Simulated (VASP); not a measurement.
ZrC: single point with PBEsol+U

Crystal: ZrC.

```xyz
4
Lattice="3.3915 0.0000 0.0000 -1.6957 2.9371 0.0000 0.0000 0.0000 5.2901" Properties=species:S:1:pos:R:3 pbc="T T T"
Zr    1.6957    0.9790    3.9675
Zr    0.0000    1.9581    1.3225
C     0.0000    0.0000    2.6450
C     0.0000    0.0000    0.0000
```

```yaml
Program: VASP 6.6.1
Task: single point
Functional: PBEsol
Potentials_or_basis: VASP PAW PBE potentials, release 64 (Zr_sv, C)
Cutoff: 520 eV
k_mesh: 9 × 9 × 5
Occupations: fermi-dirac, width 0.05 eV
Spin: no spin polarisation
Hubbard_terms: Zr d U = 5.0 eV
Dipole_correction: no
Further_INCAR_settings: ALGO = Normal; EDIFF = 1e-07; NBANDS = 24
```

```
Pressure               : 6.4 GPa
Band gap on the k mesh : zero (band 16 reaches 11.57 eV, above the bottom of band 17 at 10.30 eV)
```

Stress tensor (GPa, compression positive):
```
4.81 0.00 0.00
0.00 4.81 0.00
0.00 0.00 9.51
```

Levels at points of the mesh, in eV from the Fermi level:
| k point | band 13 | band 14 | band 15 | band 16 | band 17 | band 18 | band 19 | band 20 |
| --- | --- | --- | --- | --- | --- | --- | --- | --- |
| (0.00, 0.00, 0.00) | -2.85 | -1.24 | -1.24 | 1.18 | 1.52 | 1.52 | 1.85 | 1.85 |

Eigenvalues of the final occupation matrices:
| site | spin | trace | eigenvalues |
| --- | --- | --- | --- |
| site 1 d | 1 | 0.73 | 0.11 0.14 0.14 0.17 0.17 |
| site 1 d | 2 | 0.73 | 0.11 0.14 0.14 0.17 0.17 |
| site 2 d | 1 | 0.73 | 0.11 0.14 0.14 0.17 0.17 |
| site 2 d | 2 | 0.73 | 0.11 0.14 0.14 0.17 0.17 |

Run time: 50 s on 1 thread of Intel Xeon 6975P-C, with other jobs on the host, peak memory 0.19 GiB.

Caveat: the PAW data sets were made with another functional, which shifts forces and pressure a little; U without spin polarisation on a metal has little footing; the U is typed as a test and isn't derived for this compound.
